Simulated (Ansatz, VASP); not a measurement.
## Si in VASP and in Ansatz

```
CELL_PARAMETERS angstrom
3.64990 0.00000 0.00000
-1.82495 3.16090 0.00000
0.00000 0.00000 6.79225
ATOMIC_POSITIONS crystal
Si 0.33333 0.66667 0.06303
Si 0.66667 0.33333 0.56303
Si 0.33333 0.66667 0.43697
Si 0.66667 0.33333 0.93697
```

Change from the starting cell: strain -0.040 along x and y, +0.080 along z, atoms carried along.

Alike in both runs: task single point; functional LDA; k mesh 12 × 12 × 6; occupations gaussian, width 0.03 eV; no spin polarisation.

|  | VASP | Ansatz |
| --- | --- | --- |
| version | VASP 6.6.1 | Ansatz 0.2.0 |
| potentials or method | VASP PAW LDA potentials, release 64 (Si), cutoff 520 eV | scalar-relativistic, plane waves, PAW |
| valence electrons in the cell | 16 | 16 |

Ansatz gave:

```
gap on the k mesh at the Fermi level (eV)                     : 0.20
least direct gap on the mesh (eV)                             : 0.24
pressure (GPa)                                                : 2.1
traceless stress, the component that is largest in VASP (GPa) : -15.43
rms of the force components (eV/Å)                            : 0.524
```

Task: Estimate VASP's values.

Result: gap on the k mesh at the Fermi level (eV): 0.19; least direct gap on the mesh (eV): 0.24; pressure (GPa): 2.1; traceless stress, the component that is largest in VASP (GPa): -15.54; rms of the force components (eV/Å): 0.526.

LDA's correlation is that of Perdew and Zunger in VASP and of Perdew and Wang (1992) in Ansatz. Atom by atom the forces differ by 0.001 eV/Å (rms over components).
